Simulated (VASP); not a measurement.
Here is a VASP 6.6.1 calculation.

File INCAR:

```
SYSTEM = MgH2
PREC = Accurate
ENCUT = 600
EDIFF = 1E-7
ISMEAR = 0
SIGMA = 0.1
LREAL = .FALSE.
LASPH = .TRUE.
NELM = 60
ALGO = Normal
ISIF = 3
LWAVE = .FALSE.
LCHARG = .FALSE.
GGA = PE
IBRION = 2
NSW = 90
EDIFFG = -0.04
```

File KPOINTS:

```
regular mesh
0
G
  6 6 4
  0 0 0
```

Contents of POSCAR:

```
MgH2
1.0
    2.2479461100     -2.3055819800      0.0000000000
    2.2479461100      2.3055819800      0.0000000000
    0.0000000000      0.0000000000      4.8470947400
Mg H
2 4
Direct
    0.0961728700      0.0961728700      0.0000000000
    0.9038271300      0.9038271300      0.5000000000
    0.4072456500      0.0641537300      0.6692364300
    0.5927543500      0.9358462700      0.1692364300
    0.9358462700      0.5927543500      0.8307635700
    0.0641537300      0.4072456500      0.3307635700
```

Potentials or basis: VASP PAW PBE potentials, release 64 (Mg, H).

Command:

```console
$ cat potpaw_PBE.64/Mg/POTCAR potpaw_PBE.64/H/POTCAR > POTCAR
$ mpirun -np 1 vasp_std > vasp.out
```

(1) Predict the relaxed cell.

(2) What does it give for the band gap on the k mesh?

Answers

(1) a = 3.276 Å, b = 3.276 Å, c = 5.659 Å, α = 90.00°, β = 90.00°, γ = 92.33°.

(2) 1.69 eV (least direct gap 3.10 eV).
